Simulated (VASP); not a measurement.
A run of VASP 6.6.1 is set up as follows.

Contents of POSCAR:

```
Ga2O3
1.0
    2.9885512174      0.0000000000      0.0000000000
   -1.4942756087      2.5881612748      0.0000000000
    0.0000000000      0.0000000000      6.6512624884
Ga O
2 3
Direct
    0.3333333333      0.6666666667      0.2092391039
    0.6666666667      0.3333333333      0.7907608961
    0.0000000000      0.0000000000      0.0000000000
    0.3333333333      0.6666666667      0.6836628330
    0.6666666667      0.3333333333      0.3163371670
```

Contents of INCAR.step1:

```
SYSTEM = Ga2O3
ALGO = Normal
EDIFF = 1E-4
ENCUT = 520
GGA = PE
ISMEAR = -1
LASPH = .TRUE.
LCHARG = .FALSE.
LREAL = .FALSE.
LWAVE = .TRUE.
NBANDS = 30
NELM = 60
PREC = Accurate
SIGMA = 0.03
```

INCAR.step2

```
SYSTEM = Ga2O3
ALGO = Normal
BPARAM = 11.95
CPARAM = 0.0093
EDIFF = 1E-7
ENCUT = 520
ISIF = 2
ISMEAR = -1
ISTART = 1
IVDW_NL = 2
LASPH = .TRUE.
LCHARG = .TRUE.
LELF = .TRUE.
LMIXTAU = .TRUE.
LREAL = .FALSE.
LUSE_VDW = .TRUE.
LVHAR = .TRUE.
LWAVE = .FALSE.
METAGGA = R2SCAN
NBANDS = 30
NELM = 60
PREC = Accurate
SIGMA = 0.03
```

The input KPOINTS:

```
k-points
0
G
  12 12 4
  0 0 0
```

Potentials or basis: VASP PAW PBE potentials, release 64 (Ga_d, O).

Run with:

```console
$ cat potpaw_PBE.64/Ga_d/POTCAR potpaw_PBE.64/O/POTCAR > POTCAR
$ cp INCAR.step1 INCAR
$ mpirun -np 1 vasp_std > vasp.out
$ cp INCAR.step2 INCAR
$ mpirun -np 1 vasp_std > vasp.out
```

Q: Predict the pressure.

A: 1.9 GPa.

Q: Estimate the largest force.

A: 0.111 eV/Å.

Q: Estimate the band gap on the k mesh.

A: 2.94 eV, direct.

Forces on the atoms (eV/Å):
```
Ga   0.000  0.000 -0.039
Ga   0.000  0.000  0.039
O    0.000  0.000  0.000
O    0.000  0.000 -0.111
O    0.000  0.000  0.111
```

Caveat: the PAW data sets were made with another functional, which shifts forces and pressure a little. r2SCAN opens gaps a little over a GGA but as a rule still falls short of measured ones.
